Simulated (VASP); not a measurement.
Here is a VASP 6.6.1 calculation.

INCAR

```
ALGO = Normal ; EDIFF = 1E-6
ENCUT = 520 ; GGA = PE
ISIF = 2 ; ISMEAR = -1
LASPH = True ; LCHARG = False
LREAL = False ; LWAVE = False
NBANDS = 30 ; NELM = 80
PREC = Accurate ; SIGMA = 0.1
```

The input KPOINTS:

```
k-points
0
Gamma
  12 12 4
```

POSCAR

```
Au
1.0
    2.9424042938      0.0000000000      0.0000000000
   -1.4712021469      2.5481968667      0.0000000000
    0.0000000000      0.0000000000      9.6021708703
Au
4
Direct
    0.0000000000      0.0000000000      0.0000000000
    0.0000000000      0.0000000000      0.5000000000
    0.3333333333      0.6666666667      0.2500000000
    0.6666666667      0.3333333333      0.7500000000
```

Potentials or basis: VASP PAW PBE potentials, release 64 (Au).

Run with:

```sh
$ cat potpaw_PBE.64/Au/POTCAR > POTCAR
$ mpirun -np 1 vasp_std > vasp.out
```

**Question.** Predict the band gap on the k mesh.

**Answer.** Zero (band 22 reaches 11.19 eV, above the bottom of band 23 at 6.33 eV).

**Question.** Estimate the pressure.

**Answer.** -0.2 GPa.

Caveat: spin-orbit coupling is left out, which moves the levels of the heavy elements.
